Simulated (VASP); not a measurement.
## HfO2: relaxation of cell and atoms with RPBE

HfO2:

```xyz
3
Lattice="0.0000 2.5575 2.5575 2.5575 0.0000 2.5575 2.5575 2.5575 0.0000" Properties=species:S:1:pos:R:3 pbc="T T T"
Hf    0.0000    0.0000    0.0000
O     1.2788    1.2788    1.2788
O     3.8363    3.8363    3.8363
```

```
Program                : VASP 6.6.1
Task                   : relaxation of cell and atoms
Functional             : RPBE
Potentials or basis    : VASP PAW PBE potentials, release 64 (Hf_pv, O)
Cutoff                 : 600 eV
k mesh                 : 6 × 6 × 6
Occupations            : gaussian, width 0.01 eV
Spin                   : no spin polarisation
Dipole correction      : no
Further INCAR settings : ALGO = Normal; EDIFF = 1e-06; IBRION = 2; EDIFFG = -0.01; NSW = 80; ISIF = 3
```

```
Relaxed volume                        : 11.09 Å³/atom
Relaxed cell                          : a = 3.610 Å, b = 3.610 Å, c = 3.610 Å, α = 60.00°, β = 60.00°, γ = 60.00°
Space group after relaxing (to 0.1 Å) : Fm-3m (No. 225)
Energy gained by relaxing             : 0.3 meV/atom
Ionic steps                           : 3
Pressure after relaxing               : 0.1 GPa
Band gap on the k mesh                : 3.86 eV
```

Step by step:
```
step  energy change (eV)  largest force (eV/Å)  pressure (GPa)  volume (Å³)
   1              0.0000                0.0000           -1.36        33.46
   2              0.0007                0.0000            1.92        33.00
   3             -0.0008                0.0000            0.06        33.26
```

Final structure:
```yaml
crystal:
  lattice:
    - [0.00000, 2.55254, 2.55254]
    - [2.55254, 0.00000, 2.55254]
    - [2.55254, 2.55254, 0.00000]
  atoms:
    - { symbol: Hf, position: [0.00000, 0.00000, 0.00000] }
    - { symbol: O, position: [0.25000, 0.25000, 0.25000] }
    - { symbol: O, position: [0.75000, 0.75000, 0.75000] }
```

Levels at points of the mesh, in eV from the valence-band top:
```csv
k point,band 9,band 10,band 11,band 12,band 13,band 14
"(0.00, 0.00, 0.00)",-0.59,-0.59,-0.59,3.91,3.91,5.83
"(0.50, 0.00, 0.00)",-2.66,-1.80,-1.80,4.61,4.61,6.80
"(0.50, 0.50, 0.00)",-1.49,-1.49,0.00,3.86,5.46,6.46
```

Wall time 57 s on 1 thread of AMD EPYC 7R13, on a shared host, peak memory 0.14 GiB.

Caveat: the PAW data sets were made with another functional, which shifts forces and pressure a little; spin-orbit coupling is left out, which moves the levels of the heavy elements. A k mesh can miss the band edges.
